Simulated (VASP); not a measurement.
# SnO2 (Pnnm) in VASP: further runs

The runs below take SnO2 through single point, with LDA.

Everything below comes from runs of VASP 6.6.1. Logs are shortened: lines on timing, memory, paths and dates and some standing lists are left out, and cuts for length are marked.

### 1 The cell of the first run

The structure is orthorhombic, space group Pnnm (No. 58). Conventional cell: a = 4.551 Å, b = 4.551 Å, c = 3.075 Å, α = 90.00°, β = 90.00°, γ = 90.00°. Within 2.5 Å of Sn (site symmetry 2/m) lie 6 O at 1.91 to 2.10 Å. O (site symmetry m) has 3 Sn at 1.91 to 2.10 Å and 1 O at 2.26 Å within 2.5 Å.

### 2 Single point, LDA

INCAR

```
PREC = Accurate
ENCUT = 520
EDIFF = 1E-6
ISMEAR = 0
SIGMA = 0.05
LREAL = False
LASPH = True
NELM = 60
ALGO = Normal
ISIF = 2
LWAVE = False
LCHARG = True
LELF = True
LVHAR = True
NBANDS = 35
```

KPOINTS

```
regular mesh
0
Gamma
  6 6 8
```

POSCAR

```
SnO2
1.0
    4.5508719057      0.0000000000      0.0000000000
    0.0000000000      4.5514309592      0.0000000000
    0.0000000000      0.0000000000      3.0745939119
Sn O
2 4
Direct
    0.5000000000      0.5000000000      0.5000000000
    0.0000000000      0.0000000000      0.0000000000
    0.3059833077      0.3450716815      0.0000000000
    0.8059833077      0.1549283185      0.5000000000
    0.1940166923      0.8450716815      0.5000000000
    0.6940166923      0.6549283185      0.0000000000
```

Potentials or basis: VASP PAW LDA potentials, release 64 (Sn_d, O).

The run is started by

```sh
> cat potpaw_LDA.64/Sn_d/POTCAR potpaw_LDA.64/O/POTCAR > POTCAR
> mpirun -np 1 vasp_std > vasp.out
```

OUTCAR:

```text
PREC = Accurate
   ENCUT = 520
   EDIFF = 1E-6
   ISMEAR = 0
   LREAL = False
   LASPH = True
   NELM = 60
   ISIF = 2

 ion  position               nearest neighbor table
   1  0.500  0.500  0.500-   6 1.91   6 1.91   3 1.91   3 1.91   5 2.10   4 2.10   2 3.57   2 3.57
                             2 3.57   2 3.57   2 3.57   2 3.57   2 3.57   2 3.57
   2  0.000  0.000  0.000-   4 1.91   4 1.91   5 1.91   5 1.91   3 2.10   6 2.10   1 3.57   1 3.57
                             1 3.57   1 3.57   1 3.57   1 3.57   1 3.57   1 3.57
   3  0.306  0.345  0.000-   1 1.91   1 1.91   2 2.10
   4  0.806  0.155  0.500-   2 1.91   2 1.91   1 2.10
   5  0.194  0.845  0.500-   2 1.91   2 1.91   1 2.10
   6  0.694  0.655  0.000-   1 1.91   1 1.91   2 2.10

  LATTYP: Found a simple orthorhombic cell.
 ALAT       =     3.0745939119
 B/A-ratio  =     1.4801538142
 C/A-ratio  =     1.4803356442

  Lattice vectors:

 A1 = (   0.0000000000,   0.0000000000,   3.0745939119)
 A2 = (   4.5508719057,   0.0000000000,   0.0000000000)
 A3 = (   0.0000000000,   4.5514309592,   0.0000000000)

Analysis of symmetry for initial positions (statically):
=====================================================================
 Subroutine PRICEL returns:
 Original cell was already a primitive cell.

 Routine SETGRP: Setting up the symmetry group for a
 simple orthorhombic supercell.

 Subroutine GETGRP returns: Found  8 space group operations
 (whereof  4 operations were pure point group operations)
 out of a pool of  8 trial point group operations.

The static configuration has the point symmetry C_2h.
 The point group associated with its full space group is D_2h.

Analysis of symmetry for dynamics (positions and initial velocities):
=====================================================================
 Subroutine PRICEL returns:
 Original cell was already a primitive cell.

 Routine SETGRP: Setting up the symmetry group for a
 simple orthorhombic supercell.

 Subroutine GETGRP returns: Found  8 space group operations
 (whereof  4 operations were pure point group operations)
 out of a pool of  8 trial point group operations.

The dynamic configuration has the point symmetry C_2h.
 The point group associated with its full space group is D_2h.

 Subroutine INISYM returns: Found  8 space group operations
 (whereof  4 operations are pure point group operations),
 and found     1 'primitive' translations

----------------------------------------------------------------------------------------

                                     Primitive cell

  volume of cell :      63.6840

  direct lattice vectors                    reciprocal lattice vectors
     4.550871906  0.000000000  0.000000000     0.219738112  0.000000000  0.000000000
     0.000000000  4.551430959  0.000000000     0.000000000  0.219711121  0.000000000
     0.000000000  0.000000000  3.074593912     0.000000000  0.000000000  0.325246204

  length of vectors
     4.550871906  4.551430959  3.074593912     0.219738112  0.219711121  0.325246204

  position of ions in fractional coordinates (direct lattice)
     0.500000000  0.500000000  0.500000000
     0.000000000  0.000000000  0.000000000
     0.305983308  0.345071682  0.000000000
     0.805983308  0.154928318  0.500000000
     0.194016692  0.845071682  0.500000000
     0.694016692  0.654928318  0.000000000

  ion indices of the primitive-cell ions
   primitive index   ion index
                 1           1
                 2           2
                 3           3
                 4           4
                 5           5
                 6           6

----------------------------------------------------------------------------------------

 KPOINTS: regular mesh

Automatic generation of k-mesh.
 Grid dimensions read from file:
 generate k-points for:    6    6    8

 Generating k-lattice:

  Cartesian coordinates                     Fractional coordinates (reciprocal lattice)
     0.036623019  0.000000000  0.000000000     0.166666667  0.000000000  0.000000000
     0.000000000  0.036618520  0.000000000     0.000000000  0.166666667  0.000000000
     0.000000000  0.000000000  0.040655776     0.000000000  0.000000000  0.125000000

  Length of vectors
     0.036623019  0.036618520  0.040655776

  Shift w.r.t. Gamma in fractional coordinates (k-lattice)
     0.000000000  0.000000000  0.000000000

 Subroutine IBZKPT returns following result:
 ===========================================

 Found     80 irreducible k-points:

 Following reciprocal coordinates:
            Coordinates               Weight
  0.000000  0.000000  0.000000      1.000000
  0.166667  0.000000  0.000000      2.000000
  0.333333  0.000000  0.000000      2.000000
  0.500000  0.000000  0.000000      1.000000
  0.000000  0.166667  0.000000      2.000000
  0.166667  0.166667  0.000000      4.000000
[... 16 lines left out ...]
  0.333333  0.166667  0.125000      8.000000
  0.500000  0.166667  0.125000      4.000000
 [... further k-points ...]
   k-points           NKPTS =     80   k-points in BZ     NKDIM =     80   number of bands    NBANDS=     35
   number of dos      NEDOS =    301   number of ions     NIONS =      6
   total plane-waves  NPLWV =  31104
   dimension x,y,z NGX =    36 NGY =   36 NGZ =   24
   dimension x,y,z NGXF=    72 NGYF=   72 NGZF=   48
   ions per type =               2   4
   NGX,Y,Z   is equivalent  to a cutoff of  13.15, 13.15, 12.98 a.u.
   NGXF,Y,Z  is equivalent  to a cutoff of  26.30, 26.30, 25.95 a.u.
 SYSTEM =  unknown system
   PREC   = accura    normal or accurate (medium, high low for compatibility)
   ISTART =      0    job   : 0-new  1-cont  2-samecut
   ICHARG =      2    charge: 1-file 2-atom 10-const
   ISPIN  =      1    spin polarized calculation?
   LNONCOLLINEAR =      F non collinear calculations
   LSORBIT =      F    spin-orbit coupling
   LASPH  =      T    aspherical Exc in radial PAW
   ENCUT  =  520.0 eV  38.22 Ry    6.18 a.u.   8.46  8.46  5.72*2*pi/ulx,y,z
   NELM   =     60;   NELMIN=  2; NELMDL= -5     # of ELM steps
   EDIFF  = 0.1E-05   stopping-criterion for ELM
   LREAL  =      F    real-space projection
   EDIFFG = 0.1E-04   stopping-criterion for IOM
   NSW    =      0    number of steps for IOM
   IBRION =     -1    ionic relax: 0-MD 1-quasi-New 2-CG
   NFREE  =      0    steps in history (QN), initial steepest desc. (CG)
   ISIF   =      2    stress and relaxation
   ISYM   =      2    0-nonsym 1-usesym 2-fastsym
   POTIM  = 0.5000    time-step for ionic-motion
   TEBEG  =    0.0;   TEEND  =   0.0 temperature during run
   PSTRESS=    0.0 pullay stress
   NELECT =      52.0000    total number of electrons
   NUPDOWN=      -1.0000    fix difference up-down
   EMIN   =  10.00;   EMAX   =-10.00  energy-range for DOS
   EFERMI =   0.00;   METHOD = LEGACY
   ISMEAR =     0;   SIGMA  =   0.05  broadening in eV -4-tet -1-fermi 0-gaus
   EFERMI_NEDOS =   21; number of points for ismear=-14 and -15
   IALGO  =     38    algorithm
   IMIX   =      4    mixing-type and parameters
     AMIX     =   0.40;   BMIX     =  1.00
     AMIX_MAG =   1.60;   BMIX_MAG =  1.00
  volume/ion in A,a.u.               =      10.61        71.63
  Fermi-wavevector in a.u.,A,eV,Ry     =   1.530145  2.891554 31.855903  2.341343
  Thomas-Fermi vector in A             =   2.637668
   LORBIT       =      0    0 simple, 1 ext, 2 COOP (PROOUT), +10 PAW based schemes
   GGA     = CA    functional components
   LHFCALC =     F    Hartree Fock is set to
   AEXX    =    0.0000 exact exchange contribution
   IVDW    =     0    specifies the selected vdW correction
   LEPSILON=     F    determine dielectric tensor
   LRPA    =     F    only Hartree local field effects (RPA)
 non-spin polarized calculation
 Gauss-broadening in eV      SIGMA  =   0.05
  energy-cutoff  :      520.00
  volume of cell :       63.68
 maximum number of plane-waves:      1736
 NGX is ok and might be reduce to    36
   NGX = 17   NGY = 17   NGZ = 11

 number of electron      52.0000046 magnetization

 Free energy of the ion-electron system (eV)
  ---------------------------------------------------
  ext. energy  EPLUGINS =         0.00000000
  ---------------------------------------------------
  free energy    TOTEN  =       -40.28881251 eV

  energy without entropy =      -40.28881251  energy(sigma->0) =      -40.28881251

 E-fermi :   7.4448     XC(G=0): -12.3894

 val. band max:        7.2266025149   @ k =   0.0000   0.0000   0.0000
 cond. band min:      10.1015731907   @ k =   0.0000   0.0000   0.0000
 fundamental gap:      2.8749706757
 Fermi energy:         7.4448117387

 k-point     1 :       0.0000    0.0000    0.0000
  band No.  band energies     occupation
      1     -14.1546      2.00000
      2     -13.7943      2.00000
      3     -12.4851      2.00000
      4     -12.4648      2.00000
      5     -12.3570      2.00000
      6     -12.1623      2.00000
[... 27 lines left out ...]
     34      19.8617      0.00000
     35      20.1929      0.00000

 k-point     2 :       0.1667    0.0000    0.0000
  band No.  band energies     occupation
      1     -14.1182      2.00000
      2     -13.7915      2.00000
      3     -12.4823      2.00000
      4     -12.4644      2.00000
      5     -12.3575      2.00000
      6     -12.1508      2.00000
[... 27 lines left out ...]
     34      20.1251      0.00000
     35      20.2222      0.00000

 k-point     3 :       0.3333    0.0000    0.0000
  band No.  band energies     occupation
      1     -14.0205      2.00000
      2     -13.8137      2.00000
      3     -12.4753      2.00000
      4     -12.4647      2.00000
      5     -12.3559      2.00000
      6     -12.2607      2.00000
[... 27 lines left out ...]
     34      20.5408      0.00000
     35      20.8538      0.00000
[... 723 lines left out ...]
 k-point    23 :       0.3333    0.1667    0.1250
  band No.  band energies     occupation
      1     -13.8689      2.00000
      2     -13.6452      2.00000
      3     -12.8585      2.00000
      4     -12.7984      2.00000
      5     -12.2781      2.00000
      6     -12.1895      2.00000
[... 27 lines left out ...]
     34      20.3133      0.00000
     35      20.8786      0.00000

 k-point    24 :       0.5000    0.1667    0.1250
  band No.  band energies     occupation
      1     -13.7544      2.00000
      2     -13.7544      2.00000
      3     -12.8356      2.00000
      4     -12.8356      2.00000
      5     -12.2396      2.00000
      6     -12.2396      2.00000
[... 27 lines left out ...]
     34      20.1042      0.00000
     35      21.2822      0.00000

 [... further k-points ...]
[... 5 lines left out ...]
  --------------------------------------------------------------------------------------
  -------------------------------------------------------------------------------------
  Total       15.1612271     11.0322441     25.5101953      0.0000000      0.0000000      0.0000000
  in kB      381.4297841    277.5518415    641.7916048      0.0000000      0.0000000      0.0000000
  external PRESSURE =     433.5910768 kB  Pullay stress =       0.0000000 kB

 VOLUME and BASIS-vectors are now :
 -----------------------------------------------------------------------------
  energy-cutoff  :      520.00
  volume of cell :       63.68
      direct lattice vectors                 reciprocal lattice vectors
     4.550871906  0.000000000  0.000000000     0.219738112  0.000000000  0.000000000
     0.000000000  4.551430959  0.000000000     0.000000000  0.219711121  0.000000000
     0.000000000  0.000000000  3.074593912     0.000000000  0.000000000  0.325246204

 POSITION                                       TOTAL-FORCE (eV/Angst)
 -----------------------------------------------------------------------------------
      2.27544      2.27572      1.53730         0.000000      0.000000      0.000000
      0.00000      0.00000      0.00000         0.000000      0.000000      0.000000
      1.39249      1.57057      0.00000        -3.746187     -3.195107      0.000000
      3.66793      0.70515      1.53730        -3.746187      3.195107      0.000000
      0.88295      3.84629      1.53730         3.746187     -3.195107      0.000000
      3.15838      2.98086      0.00000         3.746187      3.195107      0.000000
 -----------------------------------------------------------------------------------
    total drift:                                0.000000     -0.000000      0.000000

  FREE ENERGIE OF THE ION-ELECTRON SYSTEM (eV)
  ---------------------------------------------------
  free  energy   TOTEN  =       -40.2888125062 eV

  energy  without entropy=      -40.2888125062  energy(sigma->0) =      -40.28881251
```

Run time: 89 s. Hardware: 1 thread of Intel Xeon Platinum 8375C at 2.90GHz (Ice Lake), shared host; peak memory 0.24 GiB.

Results:

| Quantity | Value |
| --- | --- |
| Free energy | -40.2888 eV |
| Pressure | 43.4 GPa |
| Largest force | 4.924 eV/Å |
| Band gap on the k mesh | 2.88 eV, direct |

Forces in eV/Å, atoms in the order of the input:
```
Sn   0.000  0.000  0.000
Sn   0.000  0.000  0.000
O   -3.746 -3.195  0.000
O   -3.746  3.195  0.000
O    3.746 -3.195  0.000
O    3.746  3.195  0.000
```

Stress tensor (GPa, compression positive):
```
38.14  0.00  0.00
 0.00 27.76  0.00
 0.00  0.00 64.18
```

Levels at points of the mesh, in eV from the valence-band top:
| k point | band 24 | band 25 | band 26 | band 27 | band 28 | band 29 |
| --- | --- | --- | --- | --- | --- | --- |
| (0.00, 0.00, 0.00) | -0.69 | -0.64 | 0.00 | 2.87 | 6.36 | 7.05 |
| (0.50, 0.00, 0.00) | -0.86 | -0.60 | -0.60 | 5.52 | 5.52 | 6.91 |
| (0.00, 0.50, 0.00) | -0.85 | -0.78 | -0.78 | 5.73 | 5.73 | 7.72 |
| (0.50, 0.50, 0.00) | -0.94 | -0.87 | -0.87 | 5.66 | 5.66 | 7.90 |
| (0.00, 0.00, 0.50) | -1.85 | -1.28 | -1.28 | 8.10 | 8.10 | 10.01 |
| (0.50, 0.00, 0.50) | -1.18 | -0.23 | -0.23 | 8.49 | 8.49 | 8.64 |
| (0.00, 0.50, 0.50) | -1.35 | -0.15 | -0.15 | 8.36 | 8.36 | 8.39 |
| (0.50, 0.50, 0.50) | -1.32 | -0.87 | -0.87 | 7.23 | 7.23 | 8.67 |

Caveat: spin-orbit coupling is left out, which moves the levels of the heavy elements; forces of over 1 eV/Å act on the atoms, so gaps and moduli don't describe the material at rest.

### 3 Single point, LDA

This run uses another cell than the first one, of 12.69 Å³/atom, 1.195 times its volume.

INCAR

```
  PREC = Accurate
  ENCUT = 520
  EDIFF = 1E-6
  ISMEAR = 0
  SIGMA = 0.05
  LREAL = F
  LASPH = T
  NELM = 60
  ALGO = Normal
  ISIF = 2
  LWAVE = F
  LCHARG = F
  NBANDS = 35
```

KPOINTS is that of step 2.

POSCAR

```
SnO2
1.0
    4.8299657324      0.0000000000      0.0000000000
    0.0000000000      4.8305590713      0.0000000000
    0.0000000000      0.0000000000      3.2631512253
Sn O
2 4
Direct
    0.5000000000      0.5000000000      0.5000000000
    0.0000000000      0.0000000000      0.0000000000
    0.3059833077      0.2672588243      0.0000000000
    0.8059833077      0.2327411757      0.5000000000
    0.1940166923      0.7672588243      0.5000000000
    0.6940166923      0.7327411757      0.0000000000
```

Potentials or basis: VASP PAW LDA potentials, release 64 (Sn_d, O).

The run is started by

```sh
> cat potpaw_LDA.64/Sn_d/POTCAR potpaw_LDA.64/O/POTCAR > POTCAR
> mpirun -np 1 vasp_std > vasp.out
```

Wall time 55 s (1 thread of Intel Xeon 6975P-C (Granite Rapids), shared host); peak memory 0.27 GiB.

The run converged. Its results:

* Free energy: -41.3601 eV
* Pressure: -10.8 GPa
* Largest force: 2.394 eV/Å
* Band gap on the k mesh: 0.53 eV, indirect (least direct gap 0.71 eV)

Forces in eV/Å, atoms in the order of the input:
```
Sn   0.000  0.000  0.000
Sn   0.000  0.000  0.000
O    1.578  1.800  0.000
O    1.578 -1.800  0.000
O   -1.578  1.800  0.000
O   -1.578 -1.800  0.000
```

Stress tensor (GPa, compression positive):
```
 -6.00   0.00   0.00
  0.00 -12.21   0.00
  0.00   0.00 -14.09
```

Levels at points of the mesh, in eV from the valence-band top:
```
           k point  band 22  band 23  band 24  band 25  band 26  band 27  band 28  band 29  band 30  band 31
(0.00, 0.00, 0.00)    -1.16    -1.08    -0.60    -0.51    -0.17     0.53     5.74     5.76     6.18     8.79
(0.50, 0.00, 0.00)    -2.13    -1.04    -1.04    -0.40    -0.40     3.87     3.87     7.23     7.23    10.22
(0.00, 0.50, 0.00)    -1.97    -1.03    -1.03    -0.28    -0.28     3.70     3.70     6.67     6.67    10.80
(0.50, 0.50, 0.00)    -2.18    -1.22    -1.22    -0.63    -0.63     4.56     4.56     7.13     7.13    10.87
(0.00, 0.00, 0.50)    -3.03    -1.45    -1.45    -0.92    -0.92     5.10     5.10     8.40     8.40     9.76
(0.50, 0.00, 0.50)    -1.60    -1.00    -1.00    -0.39    -0.39     5.33     5.33     6.84     6.84    10.04
(0.00, 0.50, 0.50)    -1.83    -0.74    -0.74    -0.69    -0.69     5.45     5.45     6.92     6.92     9.72
(0.50, 0.50, 0.50)    -1.67    -0.57    -0.57    -0.54    -0.54     3.23     3.23     9.08     9.08     9.46
```

Caveat: spin-orbit coupling is left out, which moves the levels of the heavy elements; forces of over 1 eV/Å act on the atoms, so gaps and moduli don't describe the material at rest. A k mesh can miss the band edges.

### 4 Single point, LDA

This run uses another cell than the first one, of 12.69 Å³/atom, 1.195 times its volume.

INCAR

```
  PREC = Accurate
  ENCUT = 520
  EDIFF = 1E-6
  ISMEAR = 0
  SIGMA = 0.05
  LREAL = F
  LASPH = T
  NELM = 100
  ALGO = Normal
  ISIF = 2
  LWAVE = F
  LCHARG = T
  GGA = CA
  LELF = T
  LVHAR = T
  NBANDS = 35
```

KPOINTS is that of step 3.

POSCAR

```
SnO2
1.0
    4.8299657324      0.0000000000      0.0000000000
    0.0000000000      4.8305590713      0.0000000000
    0.0000000000      0.0000000000      3.2631512253
Sn O
2 4
Direct
    0.5000000000      0.5000000000      0.5000000000
    0.0000000000      0.0000000000      0.0000000000
    0.3059833077      0.3450716815      0.0000000000
    0.8059833077      0.1549283185      0.5000000000
    0.1940166923      0.8450716815      0.5000000000
    0.6940166923      0.6549283185      0.0000000000
```

The run is started by

```sh
> cat potpaw_LDA.64/Sn_d/POTCAR potpaw_LDA.64/O/POTCAR > POTCAR
> mpirun -np 1 vasp_std > vasp.out
```

It took 55 s on 1 thread of Intel Xeon 6975P-C (Granite Rapids), shared host; peak memory 0.27 GiB.

It converged, with:

```
Free energy            : -41.4964 eV
Pressure               : -5.1 GPa
Largest force          : 2.504 eV/Å
Band gap on the k mesh : 0.86 eV, direct
```

Forces on the atoms (eV/Å):
```
Sn   0.000  0.000  0.000
Sn   0.000  0.000  0.000
O   -1.767 -1.775  0.000
O   -1.767  1.775  0.000
O    1.767 -1.775  0.000
O    1.767  1.775  0.000
```

Stress tensor (GPa, compression positive):
```
-2.34  0.00  0.00
 0.00 -7.02  0.00
 0.00  0.00 -5.95
```

Levels at points of the mesh, in eV from the valence-band top:
```
           k point  band 24  band 25  band 26  band 27  band 28  band 29
(0.00, 0.00, 0.00)    -0.54    -0.52     0.00     0.86     4.75     6.01
(0.50, 0.00, 0.00)    -1.08    -0.45    -0.45     3.59     3.59     6.03
(0.00, 0.50, 0.00)    -1.08    -0.68    -0.68     3.81     3.81     6.62
(0.50, 0.50, 0.00)    -1.18    -0.68    -0.68     3.70     3.70     6.71
(0.00, 0.00, 0.50)    -1.36    -1.08    -1.08     5.92     5.92     8.93
(0.50, 0.00, 0.50)    -0.84    -0.48    -0.48     6.23     6.23     7.33
(0.00, 0.50, 0.50)    -0.97    -0.43    -0.43     6.14     6.14     7.01
(0.50, 0.50, 0.50)    -1.08    -0.62    -0.62     5.22     5.22     7.70
```

Caveat: spin-orbit coupling is left out, which moves the levels of the heavy elements; forces of over 1 eV/Å act on the atoms, so gaps and moduli don't describe the material at rest.

(Part 1 of 2 ends here.)
